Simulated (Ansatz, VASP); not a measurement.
One calculation of Mg, two programs

The input INCAR:

```
SYSTEM = Mg
ALGO = Fast
EDIFF = 1E-6
ENCUT = 520
GGA = PE
ISIF = 2
ISMEAR = 0
LASPH = .TRUE.
LCHARG = .FALSE.
LREAL = .FALSE.
LWAVE = .FALSE.
NBANDS = 7
NELM = 100
PREC = Accurate
SIGMA = 0.15
```

File KPOINTS:

```
k-points
0
G
  20 20 20
  0 0 0
```

The input POSCAR:

```
Mg
1.0
   -1.9112955227      1.9112955227      1.5724228266
    1.9112955227     -1.9112955227      1.5724228266
    1.9112955227      1.9112955227     -1.5724228266
Mg
1
Direct
    0.0000000000      0.0000000000      0.0000000000
```

Input for Ansatz:

```yaml
crystal:
  lattice:
    - [-1.9112955227, 1.9112955227, 1.5724228266]
    - [1.9112955227, -1.9112955227, 1.5724228266]
    - [1.9112955227, 1.9112955227, -1.5724228266]
  atoms:
    - { symbol: Mg, position: [0.0, 0.0, 0.0] }
basis:
  ecutwfc: 520.0
kpoints:
  mp_grid: { grid: [20, 20, 20] }
hamiltonian:
  xc: pbe
  pseudopotentials: { kind: paw }
scf:
  occupations: { method: gaussian, width: 0.15 }
output:
  forces: true
  stress: true
  eigenvalues: true
```

Alike in both runs: task single point; functional PBE; k mesh 20 × 20 × 20; occupations gaussian, width 0.15 eV; no spin polarisation.

```csv
,VASP,Ansatz
version,VASP 6.6.1,Ansatz 0.2.0
potentials or method,"VASP PAW PBE potentials, release 64 (Mg), cutoff 520 eV","scalar-relativistic, plane waves, PAW"
valence electrons in the cell,2,10
```

```tsv
	VASP	Ansatz	Ansatz less VASP
gap on the k mesh at the Fermi level (eV)	none	none	-
pressure (GPa)	0.4	0.5	+0.12
traceless stress, the component that is largest in VASP (GPa)	1.61	1.61	+0.007
```

A gap of «none» marks a metal or a gap that the smearing closes. The functional is the same, so the differences come from potentials, cutoffs and numerics. VASP's potentials hold 2 valence electrons a cell and Ansatz's 10, so a difference there can come from the potentials and not from the codes.
